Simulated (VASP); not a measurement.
# TiCo in VASP: a series of runs

The runs below take TiCo through single point, molecular dynamics, with PBE.

Everything below comes from runs of VASP 6.6.1. Logs are shortened: lines on timing, memory, paths and dates and some standing lists are left out, and cuts for length are marked.

### 1 The cell of the first run

The cell holds a disordered packing, 16 atoms: a = 6.212 Å, b = 6.332 Å, c = 6.284 Å, α = 92.24°, β = 88.95°, γ = 90.44°.

### 2 Single point, PBE

INCAR reads:

```
SYSTEM = TiCo
  PREC = Accurate
  ENCUT = 520
  EDIFF = 1E-6
  ISMEAR = -1
  SIGMA = 0.1723
  LREAL = Auto
  LASPH = .True.
  NELM = 100
  ALGO = Normal
  ISIF = 2
  LWAVE = .False.
  LCHARG = .False.
  GGA = PE
  NBANDS = 98
  ISYM = 0
```

KPOINTS reads:

```
Automatic mesh
0
Gamma
  1 1 1
  0.25 0.25 0.25
```

POSCAR reads:

```
TiCo
1.0
    6.2119360000     -0.0237870000      0.0571590000
   -0.0237870000      6.3309150000     -0.1234120000
    0.0571590000     -0.1234120000      6.2827850000
Ti Co
8 8
Direct
    0.0071513255      0.4123586208      0.8708899381
    0.2537142685      0.6113800657      0.2240959356
    0.0695115607      0.9220251460      0.1864596283
    0.2164844666      0.2477916975      0.4714667832
    0.5446870865      0.5525163844      0.7947022511
    0.5869874347      0.8862001129      0.1819427393
    0.8338058798      0.8522569468      0.6994501999
    0.6424123649      0.2117869185      0.6432106779
    0.4515664525      0.8597475985      0.5951978436
    0.8203430574      0.6258265924      0.0635064741
    0.9699504662      0.5455377694      0.5322256783
    0.3712968580      0.3030353651      0.0875449730
    0.2254521812      0.0821412758      0.7854471541
    0.9122878824      0.1970967851      0.2804703082
    0.1852990232      0.7040965396      0.7926428256
    0.5881592170      0.5321095053      0.3970481412
```

Potentials or basis: VASP PAW PBE potentials, release 64 (Ti_sv, Co).

Launch:

```
$ cat potpaw_PBE.64/Ti_sv/POTCAR potpaw_PBE.64/Co/POTCAR > POTCAR
$ mpirun -np 1 vasp_std > vasp.out
```

OUTCAR:

```text
SYSTEM = TiCo
   PREC = Accurate
   ENCUT = 520
   EDIFF = 1E-6
   ISMEAR = -1
   LREAL = Auto
   LASPH = .True.
   NELM = 100
   ISIF = 2
   GGA = PE
   ISYM = 0

 ion  position               nearest neighbor table
   1  0.007  0.412  0.871-  10 2.12  15 2.21  11 2.34  13 2.54  12 2.77  14 3.01
   2  0.254  0.611  0.224-  12 2.22   3 2.31  16 2.43  11 2.64   6 2.71   4 2.83  15 2.84  10 2.90

   3  0.070  0.922  0.186-  14 2.06   2 2.31  10 2.53   4 2.84  15 2.87  13 2.90
   4  0.216  0.248  0.471-  14 2.27  13 2.27  11 2.45  12 2.62   2 2.83   3 2.84   8 2.89  16 2.96
                             9 3.00
   5  0.545  0.553  0.795-   8 2.40   9 2.43  15 2.44  10 2.46  16 2.51  12 2.68   7 2.68
   6  0.587  0.886  0.182-  10 2.30  16 2.66   2 2.71   9 2.73  14 2.87
   7  0.834  0.852  0.699-  11 2.33  15 2.47   9 2.48   8 2.62   5 2.68  10 2.75  13 2.87
   8  0.642  0.212  0.643-   5 2.40   9 2.53   7 2.62  16 2.63  14 2.80  13 2.85   4 2.89  11 3.01

   9  0.452  0.860  0.595-  13 2.29  15 2.29   5 2.43   7 2.48  16 2.52   8 2.53   6 2.73   4 3.00

  10  0.820  0.626  0.064-   1 2.12   6 2.30   5 2.46   3 2.53  16 2.61   7 2.75  15 2.86   2 2.90
[... 6 lines left out ...]
  14  0.912  0.197  0.280-   3 2.06   4 2.27  11 2.69   8 2.80   6 2.87  16 3.00   1 3.01
  15  0.185  0.704  0.793-   1 2.21   9 2.29  11 2.33  13 2.41   5 2.44   7 2.47   2 2.84  10 2.86
                             3 2.87
  16  0.588  0.532  0.397-   2 2.43   5 2.51   9 2.52  11 2.53  10 2.61   8 2.63   6 2.66  12 2.75
                             4 2.96  14 3.00

IMPORTANT INFORMATION: All symmetrisations will be switched off!
NOSYMM: (Re-)initialisation of all symmetry stuff for point group C_1.

----------------------------------------------------------------------------------------

                                     Primitive cell

  volume of cell :     246.9661

  direct lattice vectors                    reciprocal lattice vectors
     6.211936000 -0.023787000  0.057159000     0.160995990  0.000576575 -0.001453370
    -0.023787000  6.330915000 -0.123412000     0.000576575  0.158017621  0.003098676
     0.057159000 -0.123412000  6.282785000    -0.001453370  0.003098676  0.159239173

  length of vectors
     6.212244509  6.332162433  6.284256919     0.161003583  0.158049052  0.159275950

  position of ions in fractional coordinates (direct lattice)
     0.007151325  0.412358621  0.870889938
     0.253714268  0.611380066  0.224095936
     0.069511561  0.922025146  0.186459628
     0.216484467  0.247791697  0.471466783
     0.544687086  0.552516384  0.794702251
     0.586987435  0.886200113  0.181942739
[... 8 lines left out ...]
     0.185299023  0.704096540  0.792642826
     0.588159217  0.532109505  0.397048141

  ion indices of the primitive-cell ions
[... 73 lines left out ...]
   POTIM  = 0.5000    time-step for ionic-motion
   TEBEG  =    0.0;   TEEND  =   0.0 temperature during run
   PSTRESS=    0.0 pullay stress
   NELECT =     168.0000    total number of electrons
   NUPDOWN=      -1.0000    fix difference up-down
   EMIN   =  10.00;   EMAX   =-10.00  energy-range for DOS
   EFERMI =   0.00;   METHOD = LEGACY
   ISMEAR =    -1;   SIGMA  =   0.17  broadening in eV -4-tet -1-fermi 0-gaus
   EFERMI_NEDOS =   21; number of points for ismear=-14 and -15
   IALGO  =     38    algorithm
   IMIX   =      4    mixing-type and parameters
     AMIX     =   0.40;   BMIX     =  1.00
     AMIX_MAG =   1.60;   BMIX_MAG =  1.00
  volume/ion in A,a.u.               =      15.44       104.16
  Fermi-wavevector in a.u.,A,eV,Ry     =   1.439789  2.720807 28.204770  2.072992
  Thomas-Fermi vector in A             =   2.558605
   LORBIT       =      0    0 simple, 1 ext, 2 COOP (PROOUT), +10 PAW based schemes
   GGA     = PE    functional components
   LHFCALC =     F    Hartree Fock is set to
   AEXX    =    0.0000 exact exchange contribution
   IVDW    =     0    specifies the selected vdW correction
   LEPSILON=     F    determine dielectric tensor
   LRPA    =     F    only Hartree local field effects (RPA)
 non-spin polarized calculation
  energy-cutoff  :      520.00
  volume of cell :      246.97
 maximum number of plane-waves:      6642
 NGX is ok and might be reduce to    48
   NGX = 23   NGY = 23   NGZ = 23

 number of electron     167.9999991 magnetization

 Free energy of the ion-electron system (eV)
  ---------------------------------------------------
  ext. energy  EPLUGINS =         0.00000000
  ---------------------------------------------------
  free energy    TOTEN  =      -115.96499672 eV

  energy without entropy =     -114.05976155  energy(sigma->0) =     -115.01237914

 E-fermi :   7.8772     XC(G=0): -11.6301

 val. band max:        7.7739258724   @ k =   0.2500   0.2500   0.2500
 cond. band min:       7.9683932169   @ k =   0.2500   0.2500   0.2500
 fundamental gap:      0.1944673445
 Fermi energy:         7.8771748865

 k-point     1 :       0.2500    0.2500    0.2500
  band No.  band energies     occupation
      1     -49.3373      2.00000
      2     -49.1338      2.00000
      3     -49.0071      2.00000
      4     -48.9643      2.00000
      5     -48.9513      2.00000
      6     -48.8228      2.00000
[... 88 lines left out ...]
     95       8.9204      0.00468
     96       8.9472      0.00401
 [bands above 96 left out]

------------------------ aborting loop because EDIFF is reached ----------------------------------------

  FORCE on cell =-STRESS in cart. coord.  units (eV):
  Direction    XX          YY          ZZ          XY          YZ          ZX
  --------------------------------------------------------------------------------------
  -------------------------------------------------------------------------------------
  Total       -5.0228060      3.7111543    -15.0079712     -7.1897184      5.1700018      0.4077852
  in kB      -32.5851477     24.0758873    -97.3632981    -46.6428600     33.5400715      2.6454815
  external PRESSURE =     -35.2908528 kB  Pullay stress =       0.0000000 kB

 VOLUME and BASIS-vectors are now :
 -----------------------------------------------------------------------------
  energy-cutoff  :      520.00
  volume of cell :      246.97
      direct lattice vectors                 reciprocal lattice vectors
     6.211936000 -0.023787000  0.057159000     0.160995990  0.000576575 -0.001453370
    -0.023787000  6.330915000 -0.123412000     0.000576575  0.158017621  0.003098676
     0.057159000 -0.123412000  6.282785000    -0.001453370  0.003098676  0.159239173

 POSITION                                       TOTAL-FORCE (eV/Angst)
 -----------------------------------------------------------------------------------
      0.08439      2.50296      5.42113         0.558028     -2.531698     -0.014223
      1.57432      3.83690      1.34700         0.338328     -1.787322      0.871862
      0.42053      5.81260      1.06167        -0.160896     -0.052367     -1.402273
      1.36584      1.50541      2.94392         0.704661      0.162919      0.532521
      3.41584      3.38690      4.95589        -1.445000      0.150963      0.753249
      3.63565      5.57404      1.06729        -0.085911      1.486582      0.828224
[... 8 lines left out ...]
      1.17962      4.35535      4.90370         0.909825      1.401768      0.881612
      3.66364      3.30575      2.46252         0.786112     -0.471323     -0.483627
 -----------------------------------------------------------------------------------
    total drift:                               -0.006629      0.007130      0.013714

  FREE ENERGIE OF THE ION-ELECTRON SYSTEM (eV)
  ---------------------------------------------------
  free  energy   TOTEN  =      -115.9649967200 eV

  energy  without entropy=     -114.0597615517  energy(sigma->0) =     -115.01237914
```

stdout:

```text
POSCAR found type information on POSCAR TiCo
 POSCAR found :  2 types and      16 ions
 scaLAPACK will be used
 LDA part: xc-table for (Slater+PW92), standard interpolation
 POSCAR, INCAR and KPOINTS ok, starting setup
 FFT: planning ... GRIDC
 FFT: planning ... GRID_SOFT
 FFT: planning ... GRID
 WAVECAR not read
 entering main loop
```

Run time: 4.4 min. Hardware: 1 thread of Intel Xeon 8259CL, shared host; peak memory 0.34 GiB.

What came out:

| Item | Value |
| --- | --- |
| Free energy | -115.9650 eV |
| Pressure | -3.5 GPa |
| Largest force | 2.593 eV/Å |

Forces on the atoms (eV/Å):
```
Ti   0.558 -2.532 -0.014
Ti   0.338 -1.787  0.872
Ti  -0.161 -0.052 -1.402
Ti   0.705  0.163  0.533
Ti  -1.445  0.151  0.753
Ti  -0.086  1.487  0.828
Ti   0.862  0.305 -0.294
Ti   0.164 -0.846 -1.060
Co   0.266  0.267 -1.228
Co  -0.512  0.640  1.727
Co  -1.245 -0.131 -1.786
Co   0.182 -0.726 -0.313
Co   0.076  0.363  1.191
Co  -1.397  1.769 -0.204
Co   0.910  1.402  0.882
Co   0.786 -0.471 -0.484
```

Stress tensor (GPa, compression positive):
```
-3.26 -4.66  0.26
-4.66  2.41  3.35
 0.26  3.35 -9.74
```

Caveat: the k points lie up to 1.01 Å⁻¹ apart, too coarse for converged energies, forces and pressures; the atoms stand as in a frame of molecular dynamics; the run has no spin polarisation, though such a crystal can be magnetic.

(Continued in part 2 of 2.)
